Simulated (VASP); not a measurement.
Runs of VASP 6.6.1 on NaCl. It takes space group F-43m (No. 216, cubic). Conventional cell: a = 6.175 Å, b = 6.175 Å, c = 6.175 Å, α = 90.00°, β = 90.00°, γ = 90.00°. Na (site symmetry -43m) has 4 Cl at 2.67 Å within 3.5 Å. Within 3.5 Å of Cl (site symmetry -43m) lie 4 Na at 2.67 Å. 

```csv
level,k mesh,grid for exact exchange (PRECFOCK),share of exact exchange,screening parameter,gap on the mesh (eV),pressure (GPa)
PBE-based global hybrid with 20 % exact exchange,4 × 4 × 4,Normal,0.2,-,6.58,0.4
PBE-based screened hybrid with 75 % exact exchange,4 × 4 × 4,Normal,0.75,0.5 1/Å,7.01,0.0
PBE-based screened hybrid with 5 % exact exchange,4 × 4 × 4,Normal,0.05,0.1 1/Å,5.27,0.6
HSE06,4 × 4 × 4,Normal,0.25,0.2079 1/Å,(b),0.4
PBE-based screened hybrid with 30 % exact exchange,4 × 4 × 4,Normal,0.3,0.1 1/Å,(a),0.3
PBEsol,6 × 6 × 6,-,-,-,4.84,0.1
```

Alike in all rows: task single point; potentials or basis VASP PAW PBE potentials, release 64 (Na_pv, Cl); no spin polarisation; cell as given; cutoff (eV) 520; smearing gaussian 0.01 eV.

**Question.** Fill in the values left out.

**Answer.** (a) 6.94; (b) 6.24.

Caveats: some runs use coarse meshes; the structure was generated, so it needn't be the stable form of NaCl; the PAW data sets were made with another functional, which shifts forces and pressure a little.

